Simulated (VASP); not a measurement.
# Ba3Ir (P6/mmm) in VASP: relaxation of cell and atoms with PBE

Aim: the relaxation of cell and atoms of Ba3Ir with PBE.

All numbers are computed with VASP 6.6.1; they aren't measurements. Logs are shortened: lines on timing, memory, paths and dates and some standing lists are left out, and cuts for length are marked.

## Step 1: The cell of the first run

It takes space group P6/mmm (No. 191, hexagonal). Conventional cell: a = 5.870 Å, b = 5.870 Å, c = 6.164 Å, α = 90.00°, β = 90.00°, γ = 120.00°. Within 4.1 Å of Ba (site symmetry 6/mmm) lie 2 Ir at 3.08 Å. Ba (site symmetry -6m2) has 3 Ba at 3.39 Å and 3 Ir at 3.39 Å within 4.5 Å. Within 4.1 Å of Ir (site symmetry 6/mmm) lie 8 Ba at 3.08 to 3.39 Å.

## Step 2: Relaxation of cell and atoms, PBE

Input file INCAR:

```
  ALGO = Normal
  EDIFF = 1E-7
  EDIFFG = -0.01
  ENCUT = 500
  GGA = PE
  GGA_COMPAT = F
  IBRION = 2
  ISIF = 3
  ISMEAR = 0
  LASPH = T
  LCHARG = F
  LREAL = F
  LWAVE = F
  NELM = 120
  NELMIN = 4
  NSW = 100
  PREC = Accurate
  SIGMA = 0.1
```

Input file KPOINTS:

```
k-points
0
Gamma
  9 9 8
```

Input file POSCAR:

```
Ba3Ir
1.0
    5.8698882917      0.0000000000      0.0000000000
   -2.9349441459      5.0834723780      0.0000000000
    0.0000000000      0.0000000000      6.1635841153
Ba Ir
3 1
Direct
    0.0000000000      0.0000000000      0.5000000000
    0.3333333333      0.6666666667      0.0000000000
    0.6666666667      0.3333333333      0.0000000000
    0.0000000000      0.0000000000      0.0000000000
```

Potentials or basis: VASP PAW PBE potentials, release 64 (Ba_sv, Ir).

On the command line:

```console
cat potpaw_PBE.64/Ba_sv/POTCAR potpaw_PBE.64/Ir/POTCAR > POTCAR
mpirun -np 1 vasp_std > vasp.out
```

OUTCAR:

```text
EDIFF = 1E-7
   EDIFFG = -0.01
   ENCUT = 500
   GGA = PE
   IBRION = 2
   ISIF = 3
   ISMEAR = 0
   LASPH = T
   LREAL = F
   NELM = 120
   NELMIN = 4
   NSW = 100
   PREC = Accurate

 ion  position               nearest neighbor table
   1  0.000  0.000  0.500-   4 3.08   4 3.08   2 4.58   2 4.58   3 4.58   3 4.58   3 4.58   3 4.58
                             2 4.58   2 4.58   3 4.58   3 4.58   2 4.58   2 4.58
   2  0.333  0.667  0.000-   3 3.39   3 3.39   4 3.39   4 3.39   4 3.39   3 3.39   1 4.58   1 4.58
                             1 4.58   1 4.58   1 4.58   1 4.58
   3  0.667  0.333  0.000-   2 3.39   2 3.39   4 3.39   4 3.39   4 3.39   2 3.39   1 4.58   1 4.58
                             1 4.58   1 4.58   1 4.58   1 4.58
   4  0.000  0.000  0.000-   1 3.08   1 3.08   3 3.39   2 3.39   3 3.39   2 3.39   3 3.39   2 3.39

  LATTYP: Found a hexagonal cell.
 ALAT       =     5.8698882917
 C/A-ratio  =     1.0500343122

  Lattice vectors:

 A1 = (   5.8698882917,   0.0000000000,   0.0000000000)
 A2 = (  -2.9349441459,   5.0834723780,   0.0000000000)
 A3 = (   0.0000000000,   0.0000000000,   6.1635841153)

Analysis of symmetry for initial positions (statically):
=====================================================================
 Subroutine PRICEL returns:
 Original cell was already a primitive cell.

 Routine SETGRP: Setting up the symmetry group for a
 hexagonal supercell.

 Subroutine GETGRP returns: Found 24 space group operations
 (whereof 24 operations were pure point group operations)
 out of a pool of 24 trial point group operations.

The static configuration has the point symmetry D_6h.

Analysis of symmetry for dynamics (positions and initial velocities):
=====================================================================
 Subroutine PRICEL returns:
 Original cell was already a primitive cell.

 Routine SETGRP: Setting up the symmetry group for a
 hexagonal supercell.

 Subroutine GETGRP returns: Found 24 space group operations
 (whereof 24 operations were pure point group operations)
 out of a pool of 24 trial point group operations.

The dynamic configuration has the point symmetry D_6h.

 Subroutine INISYM returns: Found 24 space group operations
 (whereof 24 operations are pure point group operations),
 and found     1 'primitive' translations

----------------------------------------------------------------------------------------

                                     Primitive cell

  volume of cell :     183.9177

  direct lattice vectors                    reciprocal lattice vectors
     5.869888292  0.000000000  0.000000000     0.170360993  0.098357965  0.000000000
    -2.934944146  5.083472378  0.000000000     0.000000000  0.196715931  0.000000000
     0.000000000  0.000000000  6.163584115     0.000000000  0.000000000  0.162243263

  length of vectors
     5.869888292  5.869888292  6.163584115     0.196715931  0.196715931  0.162243263

  position of ions in fractional coordinates (direct lattice)
     0.000000000  0.000000000  0.500000000
     0.333333333  0.666666667  0.000000000
     0.666666667  0.333333333  0.000000000
     0.000000000  0.000000000  0.000000000

  ion indices of the primitive-cell ions
   primitive index   ion index
                 1           1
                 2           2
                 3           3
                 4           4

----------------------------------------------------------------------------------------

 KPOINTS: k-points

Automatic generation of k-mesh.
 Grid dimensions read from file:
 generate k-points for:    9    9    8

 Generating k-lattice:

[... 61 lines left out ...]
   EDIFF  = 0.1E-06   stopping-criterion for ELM
   LREAL  =      F    real-space projection
   EDIFFG = -.1E-01   stopping-criterion for IOM
   NSW    =    100    number of steps for IOM
   IBRION =      2    ionic relax: 0-MD 1-quasi-New 2-CG
   NFREE  =      1    steps in history (QN), initial steepest desc. (CG)
   ISIF   =      3    stress and relaxation
   ISYM   =      2    0-nonsym 1-usesym 2-fastsym
   POTIM  = 0.5000    time-step for ionic-motion
   TEBEG  =    0.0;   TEEND  =   0.0 temperature during run
   PSTRESS=    0.0 pullay stress
   NELECT =      39.0000    total number of electrons
   NUPDOWN=      -1.0000    fix difference up-down
   EMIN   =  10.00;   EMAX   =-10.00  energy-range for DOS
   EFERMI =   0.00;   METHOD = LEGACY
   ISMEAR =     0;   SIGMA  =   0.10  broadening in eV -4-tet -1-fermi 0-gaus
   EFERMI_NEDOS =   21; number of points for ismear=-14 and -15
   IALGO  =     38    algorithm
   IMIX   =      4    mixing-type and parameters
     AMIX     =   0.40;   BMIX     =  1.00
     AMIX_MAG =   1.60;   BMIX_MAG =  1.00
  volume/ion in A,a.u.               =      45.98       310.28
  Fermi-wavevector in a.u.,A,eV,Ry     =   0.976237  1.844820 12.966872  0.953038
  Thomas-Fermi vector in A             =   2.106840
   LORBIT       =      0    0 simple, 1 ext, 2 COOP (PROOUT), +10 PAW based schemes
   GGA     = PE    functional components
   LHFCALC =     F    Hartree Fock is set to
   AEXX    =    0.0000 exact exchange contribution
   IVDW    =     0    specifies the selected vdW correction
   LEPSILON=     F    determine dielectric tensor
   LRPA    =     F    only Hartree local field effects (RPA)
 conjugate gradient relaxation of ions
 non-spin polarized calculation
 Gauss-broadening in eV      SIGMA  =   0.10
  energy-cutoff  :      500.00
  volume of cell :      183.92
 maximum number of plane-waves:      4708
 NGX is ok and might be reduce to    48
   NGX = 21   NGY = 21   NGZ = 23

--------------------------------------- Ionic step        1  -------------------------------------------

 number of electron      39.0000001 magnetization

 Free energy of the ion-electron system (eV)
  ---------------------------------------------------
  ext. energy  EPLUGINS =         0.00000000
  ---------------------------------------------------
  free energy    TOTEN  =       -14.25875181 eV

  energy without entropy =      -14.23919223  energy(sigma->0) =      -14.24897202

------------------------ aborting loop because EDIFF is reached ----------------------------------------

  FORCE on cell =-STRESS in cart. coord.  units (eV):
  Direction    XX          YY          ZZ          XY          YZ          ZX
  --------------------------------------------------------------------------------------
  -------------------------------------------------------------------------------------
  Total        0.7481429      0.7481429      0.7978283     -0.0000000     -0.0000000      0.0000000
  in kB        6.5173570      6.5173570      6.9501857     -0.0000000     -0.0000000      0.0000000
  external PRESSURE =       6.6616332 kB  Pullay stress =       0.0000000 kB

 VOLUME and BASIS-vectors are now :
 -----------------------------------------------------------------------------
  energy-cutoff  :      500.00
  volume of cell :      183.92
      direct lattice vectors                 reciprocal lattice vectors
     5.869888292  0.000000000  0.000000000     0.170360993  0.098357965  0.000000000
    -2.934944146  5.083472378  0.000000000     0.000000000  0.196715931  0.000000000
     0.000000000  0.000000000  6.163584115     0.000000000  0.000000000  0.162243263

 POSITION                                       TOTAL-FORCE (eV/Angst)
 -----------------------------------------------------------------------------------
      0.00000      0.00000      3.08179         0.000000     -0.000000      0.000000
     -0.00000      3.38898      0.00000        -0.000000      0.000000      0.000000
      2.93494      1.69449      0.00000         0.000000      0.000000      0.000000
      0.00000      0.00000      0.00000         0.000000     -0.000000      0.000000
 -----------------------------------------------------------------------------------
    total drift:                               -0.000000      0.000000      0.000000

  FREE ENERGIE OF THE ION-ELECTRON SYSTEM (eV)
  ---------------------------------------------------
  free  energy   TOTEN  =       -14.2587518069 eV

  energy  without entropy=      -14.2391922251  energy(sigma->0) =      -14.24897202

--------------------------------------- Ionic step        2  -------------------------------------------

 number of electron      39.0000003 magnetization

 Free energy of the ion-electron system (eV)
  ---------------------------------------------------
  ext. energy  EPLUGINS =         0.00000000
  ---------------------------------------------------
  free energy    TOTEN  =       -14.26909217 eV

  energy without entropy =      -14.24952362  energy(sigma->0) =      -14.25930790

 E-fermi :   2.1568     XC(G=0):  -8.0123

 val. band max:        2.1528523643   @ k =   0.3333   0.2222   0.3750
 cond. band min:       2.1766546310   @ k =   0.4444   0.0000   0.0000
 fundamental gap:      0.0238022668
 Fermi energy:         2.1568441693

 k-point     1 :       0.0000    0.0000    0.0000
  band No.  band energies     occupation
      1     -26.6714      2.00000
      2     -26.2658      2.00000
      3     -25.9298      2.00000
      4     -12.4443      2.00000
      5     -12.4443      2.00000
      6     -11.9253      2.00000
[... 613 lines left out ...]
     22       3.8728      0.00000
     23       3.8728      0.00000

 [... further k-points ...]
[... 5 lines left out ...]
  --------------------------------------------------------------------------------------
  -------------------------------------------------------------------------------------
  Total        0.0064765      0.0064765     -0.0333164     -0.0000000      0.0000000      0.0000000
  in kB        0.0548869      0.0548869     -0.2823478     -0.0000000      0.0000000      0.0000000
  external PRESSURE =      -0.0575247 kB  Pullay stress =       0.0000000 kB

 VOLUME and BASIS-vectors are now :
 -----------------------------------------------------------------------------
  energy-cutoff  :      500.00
  volume of cell :      189.05
      direct lattice vectors                 reciprocal lattice vectors
     5.922852879 -0.000000000  0.000000000     0.168837555  0.097478408  0.000000000
    -2.961426440  5.129341056  0.000000000     0.000000000  0.194956816  0.000000000
     0.000000000 -0.000000000  6.222892212    -0.000000000 -0.000000000  0.160696982

 POSITION                                       TOTAL-FORCE (eV/Angst)
 -----------------------------------------------------------------------------------
     -2.96143      5.12934      3.11145         0.000000      0.000000      0.000000
     -0.00000      3.41956      0.00000         0.000000      0.000000     -0.000000
      2.96143      1.70978      0.00000        -0.000000     -0.000000      0.000000
     -2.96143      5.12934      0.00000         0.000000      0.000000      0.000000
 -----------------------------------------------------------------------------------
    total drift:                               -0.000000      0.000000      0.000000

  FREE ENERGIE OF THE ION-ELECTRON SYSTEM (eV)
  ---------------------------------------------------
  free  energy   TOTEN  =       -14.2690921700 eV

  energy  without entropy=      -14.2495236240  energy(sigma->0) =      -14.25930790

 reached required accuracy - stopping structural energy minimisation
```

Run time: 5.4 min. Hardware: 1 thread of AMD EPYC 9R45 (Zen 5), shared host; peak memory 0.46 GiB.

What came out:

```
Free energy                            : -14.2691 eV
Relaxed volume                         : 47.26 Å³/atom
Relaxed cell                           : a = 5.923 Å, b = 5.923 Å, c = 6.223 Å, α = 90.00°, β = 90.00°, γ = 120.00°
Space group after relaxing (to 0.05 Å) : P6/mmm (No. 191)
Energy gained by relaxing              : 2.6 meV/atom
Ionic steps                            : 2
Pressure after relaxing                : 0.0 GPa
```

The path:
| step | energy change (eV) | largest force (eV/Å) | pressure (GPa) | volume (Å³) |
| --- | --- | --- | --- | --- |
| 1 | 0.0000 | 0.0000 | 0.67 | 183.92 |
| 2 | -0.0103 | 0.0000 | -0.01 | 189.05 |

Final structure:
```
Ba Ir
1.0
     5.92285    0.00000    0.00000
    -2.96143    5.12934    0.00000
     0.00000    0.00000    6.22289
Ba Ir
3 1
Direct
  0.00000 0.00000 0.50000
  0.33333 0.66667 0.00000
  0.66667 0.33333 0.00000
  0.00000 0.00000 0.00000
```

Levels at points of the mesh, in eV from the Fermi level:
```tsv
k point	band 17	band 18	band 19	band 20	band 21	band 22
(0.00, 0.00, 0.00)	-1.16	-1.07	-1.07	0.77	0.77	1.14
(0.00, 0.00, 0.50)	-1.05	-0.89	-0.67	0.26	0.26	0.28
```

Caveat: spin-orbit coupling is left out, which moves the levels of the heavy elements.
